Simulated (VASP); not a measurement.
# As (Ia-3) in VASP: a series of runs, part 3 of 3

VASP 6.6.1. The steps go on from the part before.

## 5. Single point, PBE

This run uses another cell than the first one, of 25.80 Å³/atom.

Contents of INCAR:

```
SYSTEM = As
PREC     = Accurate       ! precision mode
ENCUT    = 520            ! plane-wave cutoff, eV
EDIFF    = 1E-6           ! SCF threshold, eV
ISMEAR   = 0              ! smearing method
SIGMA    = 0.1            ! smearing width, eV
LREAL    = .FALSE.        ! projectors in reciprocal space
LASPH    = .TRUE.         ! aspherical terms in the spheres
NELM     = 100            ! most SCF steps
ALGO     = Normal         ! electronic algorithm
ISIF     = 2              ! what is computed and relaxed
LWAVE    = .FALSE.        ! write WAVECAR
LCHARG   = .TRUE.         ! write CHGCAR
GGA      = PE             ! functional
LELF     = .TRUE.         ! ELF
LVHAR    = .TRUE.       
NBANDS   = 30             ! bands
```

Contents of KPOINTS:

```
Automatic mesh
0
G
  8 8 8
  0 0 0
```

Contents of POSCAR:

```
As
1.0
   -3.7230798762      3.7230798762      3.7230798762
    3.7230798762     -3.7230798762      3.7230798762
    3.7230798762      3.7230798762     -3.7230798762
As
8
Direct
    0.1934850935      0.1934850935      0.1934850935
    0.5000000000      0.0000000000      0.3065149065
    0.3065149065      0.5000000000      0.0000000000
    0.0000000000      0.3065149065      0.5000000000
    0.8065149065      0.8065149065      0.8065149065
    0.5000000000      0.0000000000      0.6934850935
    0.6934850935      0.5000000000      0.0000000000
    0.0000000000      0.6934850935      0.5000000000
```

Potentials or basis: VASP PAW PBE potentials, release 64 (As).

Command:

```sh
> cat potpaw_PBE.64/As/POTCAR > POTCAR
> mpirun -np 1 vasp_std > vasp.out
```

OUTCAR:

```text
SYSTEM = As
   PREC = Accurate
   ENCUT = 520
   EDIFF = 1E-6
   ISMEAR = 0
   LREAL = .FALSE.
   LASPH = .TRUE.
   NELM = 100
   ISIF = 2
   GGA = PE

 ion  position               nearest neighbor table
   1  0.193  0.193  0.193-   5 2.50   3 2.70   4 2.70   2 2.70
   2  0.500  0.000  0.307-   6 2.50   4 2.70   3 2.70   1 2.70
   3  0.307  0.500  0.000-   7 2.50   2 2.70   4 2.70   1 2.70
   4  0.000  0.307  0.500-   8 2.50   3 2.70   2 2.70   1 2.70
   5  0.807  0.807  0.807-   1 2.50   6 2.70   7 2.70   8 2.70
   6  0.500  0.000  0.693-   2 2.50   7 2.70   8 2.70   5 2.70
   7  0.693  0.500  0.000-   3 2.50   8 2.70   6 2.70   5 2.70
   8  0.000  0.693  0.500-   4 2.50   6 2.70   7 2.70   5 2.70

  LATTYP: Found a body centered cubic cell.
 ALAT       =     7.4461597524

  Lattice vectors:

 A1 = (  -3.7230798762,   3.7230798762,   3.7230798762)
 A2 = (   3.7230798762,  -3.7230798762,   3.7230798762)
 A3 = (   3.7230798762,   3.7230798762,  -3.7230798762)

Analysis of symmetry for initial positions (statically):
=====================================================================
[... 187 lines left out ...]

 val. band max:        3.8044845850   @ k =  -0.3750   0.3750   0.3750
 cond. band min:       3.8233968797   @ k =   0.5000   0.0000   0.0000
 fundamental gap:      0.0189122946
 Fermi energy:         3.8231132039

 k-point     1 :       0.0000    0.0000    0.0000
  band No.  band energies     occupation
      1     -10.2531      2.00000
      2      -7.7082      2.00000
      3      -7.6319      2.00000
      4      -7.6319      2.00000
      5      -7.6319      2.00000
      6      -5.4774      2.00000
[... 781 lines left out ...]
     29       7.0105      0.00000
     30       7.3572      0.00000

 [... further k-points ...]
[... 5 lines left out ...]
  --------------------------------------------------------------------------------------
  -------------------------------------------------------------------------------------
  Total        0.2460546      0.2460546      0.2460546     -0.0000000      0.0000000     -0.0000000
  in kB        1.9097435      1.9097435      1.9097435     -0.0000000      0.0000000     -0.0000000
  external PRESSURE =       1.9097435 kB  Pullay stress =       0.0000000 kB

 VOLUME and BASIS-vectors are now :
 -----------------------------------------------------------------------------
  energy-cutoff  :      520.00
  volume of cell :      206.43
      direct lattice vectors                 reciprocal lattice vectors
    -3.723079876  3.723079876  3.723079876     0.000000000  0.134297414  0.134297414
     3.723079876 -3.723079876  3.723079876     0.134297414  0.000000000  0.134297414
     3.723079876  3.723079876 -3.723079876     0.134297414  0.134297414  0.000000000

 POSITION                                       TOTAL-FORCE (eV/Angst)
 -----------------------------------------------------------------------------------
      0.72036      0.72036      0.72036         0.021719      0.021719      0.021719
     -0.72036      3.00272      0.72036        -0.021719     -0.021719      0.021719
      0.72036     -0.72036      3.00272         0.021719     -0.021719     -0.021719
      3.00272      0.72036     -0.72036        -0.021719      0.021719     -0.021719
      3.00272      3.00272      3.00272        -0.021719     -0.021719     -0.021719
      0.72036      4.44344     -0.72036         0.021719      0.021719     -0.021719
     -0.72036      0.72036      4.44344        -0.021719      0.021719      0.021719
      4.44344     -0.72036      0.72036         0.021719     -0.021719      0.021719
 -----------------------------------------------------------------------------------
    total drift:                                0.000000      0.000000      0.000000

  FREE ENERGIE OF THE ION-ELECTRON SYSTEM (eV)
  ---------------------------------------------------
  free  energy   TOTEN  =       -35.4040452733 eV

  energy  without entropy=      -35.3849394421  energy(sigma->0) =      -35.39449236
```

OSZICAR:

```text
N       E                     dE             d eps       ncg     rms          rms(c)
DAV:   1     0.156246020107E+03    0.15625E+03   -0.15420E+04  2100   0.110E+03
DAV:   2    -0.208850053689E+02   -0.17713E+03   -0.17110E+03  2664   0.166E+02
DAV:   3    -0.352076194459E+02   -0.14323E+02   -0.14010E+02  2576   0.474E+01
DAV:   4    -0.355000083842E+02   -0.29239E+00   -0.28973E+00  2728   0.680E+00
DAV:   5    -0.355035375273E+02   -0.35291E-02   -0.35247E-02  2586   0.752E-01    0.643E+00
DAV:   6    -0.354394767517E+02    0.64061E-01   -0.31566E-02  2558   0.729E-01    0.386E+00
DAV:   7    -0.354035058816E+02    0.35971E-01   -0.66858E-02  2358   0.109E+00    0.144E-01
DAV:   8    -0.354039701529E+02   -0.46427E-03   -0.20767E-03  2596   0.183E-01    0.398E-02
DAV:   9    -0.354040364798E+02   -0.66327E-04   -0.88011E-05  2720   0.468E-02    0.203E-02
DAV:  10    -0.354040456605E+02   -0.91807E-05   -0.20180E-05  2592   0.198E-02    0.447E-03
DAV:  11    -0.354040452733E+02    0.38717E-06   -0.77384E-07  1634   0.381E-03
   1 F= -.35404045E+02 E0= -.35394492E+02  d E =-.191058E-01
```

It took 82 s on 1 thread of Intel Xeon 6975P-C (Granite Rapids), shared host; peak memory 0.39 GiB.

What came out:

- Free energy: -35.4040 eV
- Pressure: 0.2 GPa
- Largest force: 0.038 eV/Å
- Band gap on the k mesh: zero (bands 20 and 21 overlap by 0.81 eV)

Forces in eV/Å, atoms in the order of the input:
```
As   0.022  0.022  0.022
As  -0.022 -0.022  0.022
As   0.022 -0.022 -0.022
As  -0.022  0.022 -0.022
As  -0.022 -0.022 -0.022
As   0.022  0.022 -0.022
As  -0.022  0.022  0.022
As   0.022 -0.022  0.022
```

Levels at points of the mesh, in eV from the Fermi level:
```
           k point  band 17  band 18  band 19  band 20  band 21  band 22  band 23  band 24
(0.00, 0.00, 0.00)    -1.42    -1.42    -1.42     0.68     0.68     0.68     1.48     1.48
(0.50, 0.00, 0.00)    -1.99    -1.99    -0.21    -0.21     0.00     0.00     1.53     1.53
(0.50, 0.50, 0.50)    -2.08    -1.76    -0.12    -0.12    -0.12     0.82     1.09     1.09
```

## 6. Relaxation of cell and atoms, PBE

This run uses another cell than the first one, of 25.54 Å³/atom.

Contents of INCAR:

```
SYSTEM = As
  PREC = Accurate
  ENCUT = 600
  EDIFF = 1E-6
  ISMEAR = 0
  SIGMA = 0.1
  LREAL = .False.
  LASPH = .True.
  NELM = 80
  ALGO = Normal
  ISIF = 3
  LWAVE = .False.
  LCHARG = .False.
  GGA = PE
  IBRION = 2
  NSW = 100
  EDIFFG = -0.01
```

Contents of KPOINTS:

```
regular mesh
0
Gamma
  8 8 8
  0 0 0
```

Contents of POSCAR:

```
As
1.0
   -3.7102748874      3.7102748874      3.7102748874
    3.7102748874     -3.7102748874      3.7102748874
    3.7102748874      3.7102748874     -3.7102748874
As
8
Direct
    0.1955801686      0.1955801686      0.1955801686
    0.5000000000      0.0000000000      0.3044198314
    0.3044198314      0.5000000000      0.0000000000
    0.0000000000      0.3044198314      0.5000000000
    0.8044198314      0.8044198314      0.8044198314
    0.5000000000      0.0000000000      0.6955801686
    0.6955801686      0.5000000000      0.0000000000
    0.0000000000      0.6955801686      0.5000000000
```

Potentials or basis: VASP PAW PBE potentials, release 64 (As).

Command:

```sh
> cat potpaw_PBE.64/As/POTCAR > POTCAR
> mpirun -np 1 vasp_std > vasp.out
```

Run time: 6.2 min. Hardware: 1 thread of Intel Xeon 6975P-C (Granite Rapids), shared host; peak memory 0.5 GiB.

It converged, with:

```
Free energy                           : -35.4048 eV
Relaxed volume                        : 25.86 Å³/atom
Relaxed cell                          : a = 6.453 Å, b = 6.453 Å, c = 6.453 Å, α = 109.47°, β = 109.47°, γ = 109.47°
Space group after relaxing (to 0.1 Å) : Ia-3 (No. 206)
Energy gained by relaxing             : 0.5 meV/atom
Ionic steps                           : 5
Pressure after relaxing               : 0.0 GPa
Band gap on the k mesh                : zero (bands 20 and 21 overlap by 0.79 eV)
```

Step by step:
```tsv
step	energy change (eV)	largest force (eV/Å)	pressure (GPa)	volume (Å³)
1	0.0000	0.0390	0.35	204.30
2	-0.0024	0.0595	-0.03	205.96
3	-0.0024	0.0629	-0.09	206.25
4	-0.0038	0.0339	-0.05	206.53
5	-0.0044	0.0015	0.00	206.86
```

Final structure:
```yaml
crystal:
  lattice:
    - [-3.72568, 3.72568, 3.72568]
    - [3.72568, -3.72568, 3.72568]
    - [3.72568, 3.72568, -3.72568]
  atoms:
    - { symbol: As, position: [0.19390, 0.19390, 0.19390] }
    - { symbol: As, position: [0.50000, 0.00000, 0.30610] }
    - { symbol: As, position: [0.30610, 0.50000, 0.00000] }
    - { symbol: As, position: [0.00000, 0.30610, 0.50000] }
    - { symbol: As, position: [0.80610, 0.80610, 0.80610] }
    - { symbol: As, position: [0.50000, 0.00000, 0.69390] }
    - { symbol: As, position: [0.69390, 0.50000, 0.00000] }
    - { symbol: As, position: [0.00000, 0.69390, 0.50000] }
```

Levels at points of the mesh, in eV from the Fermi level:
```tsv
k point	band 18	band 19	band 20	band 21	band 22	band 23
(0.00, 0.00, 0.00)	-1.42	-1.42	0.68	0.68	0.68	1.49
(0.50, 0.00, 0.00)	-1.99	-0.21	-0.21	-0.01	-0.01	1.53
(0.50, 0.50, 0.50)	-1.76	-0.11	-0.11	-0.11	0.80	1.08
```

## 7. The runs side by side

```tsv
task	cell	k mesh	cutoff (eV)	gap on the mesh (eV)	pressure (GPa)	relaxed volume (Å³/atom)	largest force (eV/Å)
single point	a = 6.071 Å, angles 109.5°, 8 atoms, atomic positions A	4 × 4 × 4	520	none	12.2	-	0.47
single point	a = 6.426 Å, angles 109.5°, 8 atoms, atomic positions B	4 × 4 × 4	520	none	0.3	-	0.04
relaxation of cell and atoms	relaxed from a = 6.071 Å, angles 109.5°, 8 atoms, atomic positions A	4 × 4 × 4	600	none	-0.1	25.64	0.03
single point	a = 6.449 Å, angles 109.5°, 8 atoms, atomic positions C	8 × 8 × 8	520	none	0.2	-	0.04
relaxation of cell and atoms	relaxed from a = 6.426 Å, angles 109.5°, 8 atoms, atomic positions B	8 × 8 × 8	600	none	0.0	25.86	-
```

Alike in all rows: level PBE; potentials or basis VASP PAW PBE potentials, release 64 (As); no spin polarisation; smearing gaussian 0.1 eV.

Caveats: the cell stands under pressure (at least some runs); the volume moved by over 15 % at a fixed basis, so the end points are rough (at least some runs).

Total energies depend on the potentials used, so only differences within one code and one set of settings carry meaning.
